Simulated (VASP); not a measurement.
## AlP: single point with PBE

The system is AlP.

```
Al P
1.0
     0.00000    2.73648    2.73648
     2.73648    0.00000    2.73648
     2.73648    2.73648    0.00000
Al P
1 1
Direct
  0.00000 0.00000 0.00000
  0.75000 0.75000 0.75000
```

```
Program             : VASP 6.6.1
Task                : single point
Functional          : PBE
Potentials or basis : VASP PAW PBE potentials, release 64 (Al, P)
Cutoff              : 500 eV
k mesh              : 4 × 4 × 4
Occupations         : tetrahedron
Spin                : no spin polarisation
```

```
Pressure               : 1.9 GPa
Band gap on the k mesh : 1.57 eV, indirect (least direct gap 3.24 eV)
```

Levels at points of the mesh, in eV from the valence-band top:
```csv
k point,band 1,band 2,band 3,band 4,band 5,band 6,band 7,band 8,band 9
"(0.00, 0.00, 0.00)",-11.47,0.00,0.00,0.00,3.24,4.53,4.53,4.53,8.80
"(0.50, 0.00, 0.00)",-9.80,-5.51,-0.76,-0.76,2.77,4.79,4.79,8.24,11.49
"(0.50, 0.50, 0.00)",-9.14,-5.30,-2.10,-2.10,1.57,2.45,11.00,11.00,11.99
```

Wall time 7.7 s on 1 thread of Intel(R) Xeon(R) Platinum 8375C CPU @ 2.90GHz (Ice Lake), on a shared host, peak memory 0.14 GiB.

Caveat: the k points lie up to 0.50 Å⁻¹ apart. A k mesh can miss the band edges.
